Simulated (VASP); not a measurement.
Li2O:

```
CELL_PARAMETERS angstrom
0.00000 2.30500 2.30500
2.30500 0.00000 2.30500
2.30500 2.30500 0.00000
ATOMIC_POSITIONS crystal
Li 0.25000 0.25000 0.25000
Li 0.75000 0.75000 0.75000
O 0.00000 0.00000 0.00000
```

Base run:

```yaml
Program: VASP 6.6.1
Functional: LDA
Potentials_or_basis: VASP PAW LDA potentials, release 64 (Li_sv, O)
Cutoff: 750 eV
k_mesh: 8 × 8 × 8
Occupations: gaussian, width 0.01 eV
Spin: no spin polarisation
```

Its results: band gap on the k mesh 4.81 eV, indirect (least direct gap 5.29 eV); pressure -6.4 GPa.

**Question.** The run is repeated on the same cell with these changes: functional from LDA to revPBE; potentials or basis from VASP PAW LDA potentials, release 64 (Li_sv, O) to VASP PAW PBE potentials, release 64 (Li_sv, O). What comes out?

**Answer.** Band gap on the k mesh 5.10 eV, indirect (least direct gap 5.38 eV); pressure 3.6 GPa.

Caveats: the PAW data sets were made with another functional, which shifts forces and pressure a little (some runs).

A k mesh can miss the band edges.
